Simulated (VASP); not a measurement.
**TaBi (WC type): single point with PBE**

Crystal: TaBi (WC type).

```
Ta Bi
1.0
     2.79206    0.00000    0.00000
    -1.39603    2.41800    0.00000
     0.00000    0.00000    3.92393
Ta Bi
1 1
Direct
  0.00000 0.00000 0.00000
  0.33333 0.66667 0.50000
```

```json
{"Program": "VASP 6.6.1", "Task": "single point", "Functional": "PBE", "Potentials or basis": "VASP PAW PBE potentials, release 64 (Ta_pv, Bi_d)", "Cutoff": "520 eV", "k mesh": "14 × 14 × 12", "Occupations": "fermi-dirac, width 0.1 eV", "Spin": "no spin polarisation"}
```

* Pressure: 202.7 GPa
* Band gap on the k mesh: zero (band 13 reaches 18.27 eV, above the bottom of band 14 at 15.14 eV)

Stress tensor (GPa, compression positive):
```
202.54   0.00   0.00
  0.00 202.54   0.00
  0.00   0.00 203.15
```

Levels at points of the mesh, in eV from the Fermi level:
```
           k point  band 9  band 10  band 11  band 12  band 13  band 14  band 15  band 16  band 17  band 18
(0.00, 0.00, 0.00)  -19.31    -5.86    -4.33    -1.16    -1.16     2.12     2.12     5.66     9.38    11.39
(0.50, 0.00, 0.00)  -12.19   -10.31    -6.59    -4.46     1.55     2.19     4.99     5.84     6.50     6.52
(0.00, 0.00, 0.50)  -16.93   -10.75    -3.67    -0.30    -0.30     1.65     1.65     6.73     9.69     9.83
(0.50, 0.00, 0.50)  -12.92    -8.87    -6.54    -2.38    -2.09     0.32     3.29     6.67     8.08     9.30
```

Wall time 53 s on 1 thread of AMD EPYC 9R45 96-Core Processor (Zen 5), on a shared host, peak memory 0.19 GiB.

Caveat: spin-orbit coupling is left out, which moves the levels of the heavy elements.
